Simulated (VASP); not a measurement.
The system is LiSb2.

```
Li Sb
1.0
    -2.04181    2.04181    4.51560
     2.04181   -2.04181    4.51560
     2.04181    2.04181   -4.51560
Li Sb
1 2
Cartesian
  0.0000 0.0000 4.5156
  0.0000 0.0000 1.5696
  0.0000 0.0000 7.4616
```

The cell was generated, and may not be a known phase.

| Item | Value |
| --- | --- |
| Program | VASP 6.6.1 |
| Task | relaxation of cell and atoms |
| Functional | PBE |
| Potentials or basis | VASP PAW PBE potentials, release 64 (Li_sv, Sb) |
| Cutoff | 600 eV |
| k mesh | 6 × 6 × 6 |
| Occupations | gaussian, width 0.1 eV |
| Spin | no spin polarisation |

At the start: pressure -0.2 GPa; volume 25.10 Å³/atom.

Task: How do energy, volume and symmetry change on relaxing?

Result: Over 9 steps the energy falls by 21.2 meV/atom and the volume is 25.16 Å³/atom (+0.3 %); space group I4/mmm (No. 139, to 0.1 Å) before and after.

The path:
```
step  energy change (eV)  largest force (eV/Å)  pressure (GPa)  volume (Å³)
   1              0.0000                0.1443           -0.20        75.30
   2             -0.0195                0.1763           -0.06        74.95
   3             -0.0558                0.0406            0.63        73.77
   4             -0.0540                0.0243            1.28        73.12
   5             -0.0574                0.0132            0.89        73.49
   6             -0.0604                0.1206           -0.46        75.79
   7             -0.0619                0.0789            0.02        74.93
   8             -0.0628                0.0539            0.00        75.13
   9             -0.0635                0.0165           -0.03        75.49
```

Final structure:
```xyz
3
Lattice="-1.9720 1.9720 4.8533 1.9720 -1.9720 4.8533 1.9720 1.9720 -4.8533" Properties=species:S:1:pos:R:3 pbc="T T T"
Li    0.0000    0.0000    4.8533
Sb    0.0000    0.0000    1.7425
Sb    0.0000    0.0000    7.9641
```

Caveat: the cutoff is under 1.25 times the usual one of these potentials, so pressure, stress and relaxed cells hold a basis-set (Pulay) error.
